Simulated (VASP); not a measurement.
# BiIr (F-43m) in VASP: notebook

The runs below take BiIr through single point, with r2SCAN.

All numbers are computed with VASP 6.6.1; they aren't measurements. Logs are shortened: lines on timing, memory, paths and dates and some standing lists are left out, and cuts for length are marked.

### Step 1. The cell of the first run

The structure is cubic, space group F-43m (No. 216). Conventional cell: a = 6.098 Å, b = 6.098 Å, c = 6.098 Å, α = 90.00°, β = 90.00°, γ = 90.00°. Within 3.5 Å of Ir (site symmetry -43m) lie 4 Bi at 2.64 Å. Within 3.5 Å of Bi (site symmetry -43m) lie 4 Ir at 2.64 Å.

### Step 2. Single point, r2SCAN

The input, POSCAR:

```
BiIr
1.0
    0.0000000000      3.0488528719      3.0488528719
    3.0488528719      0.0000000000      3.0488528719
    3.0488528719      3.0488528719      0.0000000000
Ir Bi
1 1
Direct
    0.0000000000      0.0000000000      0.0000000000
    0.2500000000      0.2500000000      0.2500000000
```

The input, INCAR.step1:

```
SYSTEM = BiIr
  PREC = Accurate
  ENCUT = 520
  ISMEAR = 0
  SIGMA = 0.05
  LREAL = .FALSE.
  LASPH = .TRUE.
  NELM = 100
  NBANDS = 19
  GGA = PE
  ALGO = Normal
  EDIFF = 1E-4
  LWAVE = .TRUE.
  LCHARG = .FALSE.
```

The input, INCAR.step2:

```
SYSTEM = BiIr
  PREC = Accurate
  ENCUT = 520
  EDIFF = 1E-6
  ISMEAR = 0
  SIGMA = 0.05
  LREAL = .FALSE.
  LASPH = .TRUE.
  NELM = 100
  ALGO = Normal
  ISIF = 2
  LWAVE = .FALSE.
  LCHARG = .FALSE.
  METAGGA = R2SCAN
  LMIXTAU = .TRUE.
  NBANDS = 19
  ISTART = 1
```

The input, KPOINTS:

```
Automatic mesh
0
G
  10 10 10
  0 0 0
```

Potentials or basis: VASP PAW PBE potentials, release 64 (Ir, Bi_d).

Started as:

```
$ cat potpaw_PBE.64/Ir/POTCAR potpaw_PBE.64/Bi_d/POTCAR > POTCAR
$ cp INCAR.step1 INCAR
$ mpirun -np 1 vasp_std > vasp.out
$ cp INCAR.step2 INCAR
$ mpirun -np 1 vasp_std > vasp.out
```

OUTCAR:

```text
SYSTEM = BiIr
   PREC = Accurate
   ENCUT = 520
   EDIFF = 1E-6
   ISMEAR = 0
   LREAL = .FALSE.
   LASPH = .TRUE.
   NELM = 100
   ISIF = 2
   METAGGA = R2SCAN
   ISTART = 1

 ion  position               nearest neighbor table
   1  0.000  0.000  0.000-   2 2.64   2 2.64   2 2.64   2 2.64
   2  0.250  0.250  0.250-   1 2.64   1 2.64   1 2.64   1 2.64

  LATTYP: Found a face centered cubic cell.
 ALAT       =     6.0977057438

  Lattice vectors:

 A1 = (   0.0000000000,   3.0488528719,   3.0488528719)
 A2 = (   3.0488528719,   0.0000000000,   3.0488528719)
 A3 = (   3.0488528719,   3.0488528719,   0.0000000000)

Analysis of symmetry for initial positions (statically):
=====================================================================
 Subroutine PRICEL returns:
 Original cell was already a primitive cell.

 Routine SETGRP: Setting up the symmetry group for a
 face centered cubic supercell.

 Subroutine GETGRP returns: Found 24 space group operations
 (whereof 24 operations were pure point group operations)
 out of a pool of 48 trial point group operations.

The static configuration has the point symmetry T_d .

Analysis of symmetry for dynamics (positions and initial velocities):
=====================================================================
 Subroutine PRICEL returns:
 Original cell was already a primitive cell.

 Routine SETGRP: Setting up the symmetry group for a
 face centered cubic supercell.

 Subroutine GETGRP returns: Found 24 space group operations
 (whereof 24 operations were pure point group operations)
 out of a pool of 48 trial point group operations.

The dynamic configuration has the point symmetry T_d .

 Subroutine INISYM returns: Found 24 space group operations
 (whereof 24 operations are pure point group operations),
 and found     1 'primitive' translations

----------------------------------------------------------------------------------------

                                     Primitive cell

  volume of cell :      56.6812

  direct lattice vectors                    reciprocal lattice vectors
     0.000000000  3.048852872  3.048852872    -0.163996106  0.163996106  0.163996106
     3.048852872  0.000000000  3.048852872     0.163996106 -0.163996106  0.163996106
     3.048852872  3.048852872  0.000000000     0.163996106  0.163996106 -0.163996106

  length of vectors
     4.311729081  4.311729081  4.311729081     0.284049589  0.284049589  0.284049589

  position of ions in fractional coordinates (direct lattice)
     0.000000000  0.000000000  0.000000000
[... 77 lines left out ...]
   NELM   =    100;   NELMIN=  2; NELMDL=  0     # of ELM steps
   EDIFF  = 0.1E-05   stopping-criterion for ELM
   LREAL  =      F    real-space projection
   EDIFFG = 0.1E-04   stopping-criterion for IOM
   NSW    =      0    number of steps for IOM
   IBRION =     -1    ionic relax: 0-MD 1-quasi-New 2-CG
   NFREE  =      0    steps in history (QN), initial steepest desc. (CG)
   ISIF   =      2    stress and relaxation
   ISYM   =      2    0-nonsym 1-usesym 2-fastsym
   POTIM  = 0.5000    time-step for ionic-motion
   TEBEG  =    0.0;   TEEND  =   0.0 temperature during run
   PSTRESS=    0.0 pullay stress
   NELECT =      24.0000    total number of electrons
   NUPDOWN=      -1.0000    fix difference up-down
   EMIN   =  10.00;   EMAX   =-10.00  energy-range for DOS
   EFERMI =   0.00;   METHOD = LEGACY
   ISMEAR =     0;   SIGMA  =   0.05  broadening in eV -4-tet -1-fermi 0-gaus
   EFERMI_NEDOS =   21; number of points for ismear=-14 and -15
   IALGO  =     38    algorithm
   IMIX   =      4    mixing-type and parameters
     AMIX     =   0.40;   BMIX     =  1.00
     AMIX_MAG =   1.60;   BMIX_MAG =  1.00
  volume/ion in A,a.u.               =      28.34       191.25
  Fermi-wavevector in a.u.,A,eV,Ry     =   1.229321  2.323081 20.561548  1.511231
  Thomas-Fermi vector in A             =   2.364213
   LORBIT       =      0    0 simple, 1 ext, 2 COOP (PROOUT), +10 PAW based schemes
   METAGGA = R2SCAN    functional components
   LHFCALC =     F    Hartree Fock is set to
   AEXX    =    0.0000 exact exchange contribution
   IVDW    =     0    specifies the selected vdW correction
   LEPSILON=     F    determine dielectric tensor
   LRPA    =     F    only Hartree local field effects (RPA)
 non-spin polarized calculation
 Gauss-broadening in eV      SIGMA  =   0.05
  energy-cutoff  :      520.00
  volume of cell :       56.68
 maximum number of plane-waves:      1542
   NGX = 17   NGY = 17   NGZ = 17

 number of electron      23.9999992 magnetization

 Free energy of the ion-electron system (eV)
  ---------------------------------------------------
  ext. energy  EPLUGINS =         0.00000000
  ---------------------------------------------------
  free energy    TOTEN  =      -109.60167399 eV

  energy without entropy =     -109.60016871  energy(sigma->0) =     -109.60092135

 E-fermi :   5.3049     XC(G=0): -10.7570

 val. band max:        5.3018346955   @ k =   0.4000   0.3000   0.1000
 cond. band min:       5.3302245182   @ k =   0.5000   0.5000   0.0000
 fundamental gap:      0.0283898227
 Fermi energy:         5.3049248921

 k-point     1 :       0.0000    0.0000    0.0000
  band No.  band energies     occupation
      1     -18.0192      2.00000
      2     -18.0192      2.00000
      3     -18.0192      2.00000
      4     -17.9650      2.00000
      5     -17.9650      2.00000
      6      -7.2292      2.00000
[... 505 lines left out ...]
      6      -6.1484      2.00000
[... 11 lines left out ...]
     18      16.5651      0.00000
     19      17.8157      0.00000

 [... further k-points ...]

------------------------ aborting loop because EDIFF is reached ----------------------------------------

  FORCE on cell =-STRESS in cart. coord.  units (eV):
  Direction    XX          YY          ZZ          XY          YZ          ZX
  --------------------------------------------------------------------------------------
  -------------------------------------------------------------------------------------
  Total       -0.2298740     -0.2298740     -0.2298740      0.0000000      0.0000000     -0.0000000
  in kB       -6.4977217     -6.4977217     -6.4977217      0.0000000      0.0000000     -0.0000000
  external PRESSURE =      -6.4977217 kB  Pullay stress =       0.0000000 kB

 VOLUME and BASIS-vectors are now :
 -----------------------------------------------------------------------------
  energy-cutoff  :      520.00
  volume of cell :       56.68
      direct lattice vectors                 reciprocal lattice vectors
     0.000000000  3.048852872  3.048852872    -0.163996106  0.163996106  0.163996106
     3.048852872  0.000000000  3.048852872     0.163996106 -0.163996106  0.163996106
     3.048852872  3.048852872  0.000000000     0.163996106  0.163996106 -0.163996106

 POSITION                                       TOTAL-FORCE (eV/Angst)
 -----------------------------------------------------------------------------------
      0.00000      0.00000      0.00000        -0.000000     -0.000000     -0.000000
      1.52443      1.52443      1.52443         0.000000      0.000000      0.000000
 -----------------------------------------------------------------------------------
    total drift:                                0.000000      0.000000      0.000000

  FREE ENERGIE OF THE ION-ELECTRON SYSTEM (eV)
  ---------------------------------------------------
  free  energy   TOTEN  =      -109.6016739863 eV

  energy  without entropy=     -109.6001687145  energy(sigma->0) =     -109.60092135
```

OSZICAR.step1:

```text
N       E                     dE             d eps       ncg     rms          rms(c)
DAV:   1     0.233911324493E+03    0.23391E+03   -0.12176E+04  1794   0.141E+03
DAV:   2     0.597968147363E+01   -0.22793E+03   -0.21987E+03  1786   0.394E+02
DAV:   3    -0.110672558975E+02   -0.17047E+02   -0.16889E+02  2085   0.120E+02
DAV:   4    -0.115242738819E+02   -0.45702E+00   -0.45669E+00  2140   0.202E+01
DAV:   5    -0.115413132590E+02   -0.17039E-01   -0.17039E-01  2349   0.370E+00    0.570E+00
DAV:   6    -0.114668125753E+02    0.74501E-01   -0.13531E-01  2185   0.378E+00    0.279E+00
DAV:   7    -0.114396641102E+02    0.27148E-01   -0.66487E-02  2462   0.246E+00    0.125E+00
DAV:   8    -0.114335966012E+02    0.60675E-02   -0.28696E-02  1972   0.154E+00    0.151E-01
DAV:   9    -0.114336830853E+02   -0.86484E-04   -0.18971E-03  2241   0.499E-01    0.475E-02
DAV:  10    -0.114337477533E+02   -0.64668E-04   -0.99892E-05  1568   0.109E-01
   1 F= -.11433748E+02 E0= -.11433014E+02  d E =-.146662E-02
```

Wall time 52 s (1 thread of Intel Xeon 6975P-C (Granite Rapids), shared host); peak memory 0.22 GiB.

Results:

```
Free energy            : -109.6017 eV
Pressure               : -0.6 GPa
Band gap on the k mesh : zero (band 12 reaches 7.99 eV, above the bottom of band 13 at 4.72 eV)
```

Levels at points of the mesh, in eV from the Fermi level:
```tsv
k point	band 8	band 9	band 10	band 11	band 12	band 13	band 14	band 15	band 16	band 17
(0.00, 0.00, 0.00)	-3.65	-3.65	-1.74	-1.74	2.69	5.15	5.15	5.15	7.04	7.04
(0.50, 0.00, 0.00)	-3.35	-3.35	-1.64	-1.64	-1.40	2.65	2.65	4.06	8.47	8.53
(0.50, 0.50, 0.00)	-2.49	-2.49	-1.72	-1.63	-1.43	0.03	0.03	5.22	5.60	13.09
```

Caveat: the PAW data sets were made with another functional, which shifts forces and pressure a little; spin-orbit coupling is left out, which moves the levels of the heavy elements.

### Step 3. Single point, r2SCAN (volume scaled by 1.020)

The input, POSCAR:

```
BiIr
1.0
    0.0000000000      3.0581574122      3.0581574122
    3.0581574122      0.0000000000      3.0581574122
    3.0581574122      3.0581574122      0.0000000000
Ir Bi
1 1
Direct
    0.0000000000      0.0000000000      0.0000000000
    0.2500000000      0.2500000000      0.2500000000
```

The input, INCAR.step1:

```
ALGO = Normal
EDIFF = 1E-4
ENCUT = 520
GGA = PE
ISMEAR = 0
LASPH = True
LCHARG = False
LREAL = False
LWAVE = True
NBANDS = 19
NELM = 100
PREC = Accurate
SIGMA = 0.05
```

The input, INCAR.step2:

```
ALGO = Normal
EDIFF = 1E-6
ENCUT = 520
ISIF = 2
ISMEAR = 0
ISTART = 1
LASPH = True
LCHARG = True
LELF = True
LMIXTAU = True
LREAL = False
LVHAR = True
LWAVE = False
METAGGA = R2SCAN
NBANDS = 19
NELM = 100
PREC = Accurate
SIGMA = 0.05
```

The input, KPOINTS:

```
k-points
0
Gamma
  10 10 10
```

Potentials or basis: VASP PAW PBE potentials, release 64 (Ir, Bi_d).

Started as:

```
$ cat potpaw_PBE.64/Ir/POTCAR potpaw_PBE.64/Bi_d/POTCAR > POTCAR
$ cp INCAR.step1 INCAR
$ mpirun -np 1 vasp_std > vasp.out
$ cp INCAR.step2 INCAR
$ mpirun -np 1 vasp_std > vasp.out
```

OUTCAR:

```text
EDIFF = 1E-6
   ENCUT = 520
   ISIF = 2
   ISMEAR = 0
   ISTART = 1
   LASPH = True
   LREAL = False
   METAGGA = R2SCAN
   NELM = 100
   PREC = Accurate

 ion  position               nearest neighbor table
   1  0.000  0.000  0.000-   2 2.65   2 2.65   2 2.65   2 2.65
   2  0.250  0.250  0.250-   1 2.65   1 2.65   1 2.65   1 2.65

  LATTYP: Found a face centered cubic cell.
 ALAT       =     6.1163148244

  Lattice vectors:

 A1 = (   0.0000000000,   3.0581574122,   3.0581574122)
 A2 = (   3.0581574122,   0.0000000000,   3.0581574122)
 A3 = (   3.0581574122,   3.0581574122,   0.0000000000)

Analysis of symmetry for initial positions (statically):
=====================================================================
 Subroutine PRICEL returns:
 Original cell was already a primitive cell.

 Routine SETGRP: Setting up the symmetry group for a
 face centered cubic supercell.

 Subroutine GETGRP returns: Found 24 space group operations
 (whereof 24 operations were pure point group operations)
 out of a pool of 48 trial point group operations.

The static configuration has the point symmetry T_d .
[... 152 lines left out ...]

 Free energy of the ion-electron system (eV)
  ---------------------------------------------------
  ext. energy  EPLUGINS =         0.00000000
  ---------------------------------------------------
  free energy    TOTEN  =      -109.59838539 eV

  energy without entropy =     -109.59697498  energy(sigma->0) =     -109.59768019

 E-fermi :   5.2048     XC(G=0): -10.7071

 val. band max:        5.1987440623   @ k =   0.4000   0.3000   0.1000
 cond. band min:       5.2426313178   @ k =   0.5000   0.5000   0.0000
 fundamental gap:      0.0438872555
 Fermi energy:         5.2048405468

 k-point     1 :       0.0000    0.0000    0.0000
  band No.  band energies     occupation
      1     -18.1071      2.00000
      2     -18.1071      2.00000
      3     -18.1071      2.00000
      4     -18.0542      2.00000
      5     -18.0542      2.00000
      6      -7.2761      2.00000
[... 505 lines left out ...]
      6      -6.2144      2.00000
[... 11 lines left out ...]
     18      16.4061      0.00000
     19      17.6439      0.00000

 [... further k-points ...]
[... 5 lines left out ...]
  --------------------------------------------------------------------------------------
  -------------------------------------------------------------------------------------
  Total       -0.5261991     -0.5261991     -0.5261991      0.0000000      0.0000000     -0.0000000
  in kB      -14.7384279    -14.7384279    -14.7384279      0.0000000      0.0000000     -0.0000000
  external PRESSURE =     -14.7384279 kB  Pullay stress =       0.0000000 kB

 VOLUME and BASIS-vectors are now :
 -----------------------------------------------------------------------------
  energy-cutoff  :      520.00
  volume of cell :       57.20
      direct lattice vectors                 reciprocal lattice vectors
     0.000000000  3.058157412  3.058157412    -0.163497143  0.163497143  0.163497143
     3.058157412  0.000000000  3.058157412     0.163497143 -0.163497143  0.163497143
     3.058157412  3.058157412  0.000000000     0.163497143  0.163497143 -0.163497143

 POSITION                                       TOTAL-FORCE (eV/Angst)
 -----------------------------------------------------------------------------------
      0.00000      0.00000      0.00000         0.000000      0.000000      0.000000
      1.52908      1.52908      1.52908        -0.000000     -0.000000     -0.000000
 -----------------------------------------------------------------------------------
    total drift:                                0.000000      0.000000      0.000000

  FREE ENERGIE OF THE ION-ELECTRON SYSTEM (eV)
  ---------------------------------------------------
  free  energy   TOTEN  =      -109.5983853914 eV

  energy  without entropy=     -109.5969749847  energy(sigma->0) =     -109.59768019
```

Run time: 53 s. Hardware: 1 thread of Intel Xeon 6975P-C (Granite Rapids), shared host; peak memory 0.22 GiB.

What came out:

* Free energy: -109.5984 eV
* Pressure: -1.5 GPa
* Band gap on the k mesh: zero (band 12 reaches 7.84 eV, above the bottom of band 13 at 4.63 eV)

Levels at points of the mesh, in eV from the Fermi level:
```tsv
k point	band 10	band 11	band 12	band 13	band 14	band 15
(0.00, 0.00, 0.00)	-1.71	-1.71	2.64	5.09	5.09	5.09
(0.50, 0.00, 0.00)	-1.62	-1.62	-1.38	2.63	2.63	4.02
(0.50, 0.50, 0.00)	-1.69	-1.61	-1.41	0.04	0.04	5.18
```

Caveat: the cell differs from its parent crystal (volume scaled by 1.020); the PAW data sets were made with another functional, which shifts forces and pressure a little; spin-orbit coupling is left out, which moves the levels of the heavy elements.

### Step 4. Single point, r2SCAN

This run uses another cell than the first one, of 28.80 Å³/atom, 1.016 times its volume.

The input, POSCAR:

```
BiIr
1.0
    0.0000000000      3.0651304450      3.0651304450
    3.0651304450      0.0000000000      3.0651304450
    3.0651304450      3.0651304450      0.0000000000
Ir Bi
1 1
Direct
    0.0000000000      0.0000000000      0.0000000000
    0.2500000000      0.2500000000      0.2500000000
```

The input, INCAR.step1:

```
SYSTEM = BiIr
PREC     = Accurate       ! precision mode
ENCUT    = 520            ! plane-wave cutoff, eV
ISMEAR   = 0              ! smearing method
SIGMA    = 0.05           ! smearing width, eV
LREAL    = .False.        ! projectors in reciprocal space
LASPH    = .True.         ! aspherical terms in the spheres
NELM     = 100            ! most SCF steps
NBANDS   = 19             ! bands
GGA      = PE             ! functional
ALGO     = Normal         ! electronic algorithm
EDIFF    = 1E-4           ! SCF threshold, eV
LWAVE    = .True.         ! write WAVECAR
LCHARG   = .False.        ! write CHGCAR
```

The input, INCAR.step2:

```
SYSTEM = BiIr
PREC     = Accurate       ! precision mode
ENCUT    = 520            ! plane-wave cutoff, eV
EDIFF    = 1E-6           ! SCF threshold, eV
ISMEAR   = 0              ! smearing method
SIGMA    = 0.05           ! smearing width, eV
LREAL    = .False.        ! projectors in reciprocal space
LASPH    = .True.         ! aspherical terms in the spheres
NELM     = 100            ! most SCF steps
ALGO     = Normal         ! electronic algorithm
ISIF     = 2              ! what is computed and relaxed
LWAVE    = .False.        ! write WAVECAR
LCHARG   = .True.         ! write CHGCAR
METAGGA  = R2SCAN         ! meta-GGA
LMIXTAU  = .True.       
LELF     = .True.         ! ELF
LVHAR    = .True.       
NBANDS   = 19             ! bands
ISTART   = 1
```

The input, KPOINTS:

```
regular mesh
0
Gamma
  10 10 10
  0 0 0
```

Started as:

```
$ cat potpaw_PBE.64/Ir/POTCAR potpaw_PBE.64/Bi_d/POTCAR > POTCAR
$ cp INCAR.step1 INCAR
$ mpirun -np 1 vasp_std > vasp.out
$ cp INCAR.step2 INCAR
$ mpirun -np 1 vasp_std > vasp.out
```

Wall time 53 s (1 thread of Intel Xeon 6975P-C (Granite Rapids), shared host); peak memory 0.22 GiB.

Results (log left out):

```yaml
Free_energy: -109.5942 eV
Pressure: -2.1 GPa
Band_gap_on_the_k_mesh: zero (band 12 reaches 7.73 eV, above the bottom of band 13 at 4.56 eV)
```

Levels at points of the mesh, in eV from the Fermi level:
| k point | band 9 | band 10 | band 11 | band 12 | band 13 | band 14 | band 15 | band 16 |
| --- | --- | --- | --- | --- | --- | --- | --- | --- |
| (0.00, 0.00, 0.00) | -3.57 | -1.70 | -1.70 | 2.60 | 5.05 | 5.05 | 5.05 | 6.99 |
| (0.50, 0.00, 0.00) | -3.29 | -1.60 | -1.60 | -1.36 | 2.61 | 2.61 | 3.99 | 8.44 |
| (0.50, 0.50, 0.00) | -2.45 | -1.67 | -1.59 | -1.40 | 0.05 | 0.05 | 5.16 | 5.55 |

Caveat: the PAW data sets were made with another functional, which shifts forces and pressure a little; spin-orbit coupling is left out, which moves the levels of the heavy elements.

### Step 5. The runs side by side

```csv
cell,gap on the mesh (eV),pressure (GPa)
"a = 4.312 Å, angles 60.0°, 2 atoms",none,-0.6
"a = 4.325 Å, angles 60.0°, 2 atoms",none,-1.5
"a = 4.335 Å, angles 60.0°, 2 atoms",none,-2.1
```

Alike in all rows: task single point; level r2SCAN; potentials or basis VASP PAW PBE potentials, release 64 (Ir, Bi_d); no spin polarisation; k mesh 10 × 10 × 10; cutoff (eV) 520; smearing gaussian 0.05 eV.

Caveats: the PAW data sets were made with another functional, which shifts forces and pressure a little; spin-orbit coupling is left out, which moves the levels of the heavy elements.

Total energies depend on the potentials used, so only differences within one code and one set of settings carry meaning.
